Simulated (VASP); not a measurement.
Runs of VASP 6.6.1 on Bi. The structure is that of space group P6_3/mmc (No. 194), or close to it. The cells are those of the table. This isn't the form of Bi at room conditions, which is rhombohedral.

```csv
cell,k mesh,gap on the mesh (eV),pressure (GPa)
"a = 3.364, b = 3.364, c = 5.514 Å, angles 90.0, 90.0, 120.0°, 2 atoms",12 × 12 × 6,none,6.5
"a = 3.315, b = 3.315, c = 5.433 Å, angles 90.0, 90.0, 120.0°, 2 atoms",12 × 12 × 6,none,(a)
"a = 3.412, b = 3.412, c = 5.593 Å, angles 90.0, 90.0, 120.0°, 2 atoms",12 × 12 × 6,none,2.8
"a = 3.592, b = 3.592, c = 5.888 Å, angles 90.0, 90.0, 120.0°, 2 atoms",12 × 12 × 6,none,(b)
"a = 3.459, b = 3.459, c = 5.670 Å, angles 90.0, 90.0, 120.0°, 2 atoms",10 × 10 × 6,none,0.1
```

Alike in all rows: task single point; level LDA; potentials or basis VASP PAW LDA potentials, release 64 (Bi_d); no spin polarisation; cutoff (eV) 520; smearing fermi-dirac 0.1 eV.

Question: Estimate the missing entries.

Answer: (a) 11.0; (b) -5.7.

Caveats: spin-orbit coupling is left out, which moves the levels of the heavy elements; the cell stands under pressure (at least some runs); the cell stands under tension (at least some runs).

A k mesh can miss the band edges, and the runs leave out spin-orbit coupling on Bi.

A gap of «none» marks levels without a gap at the run's occupations.
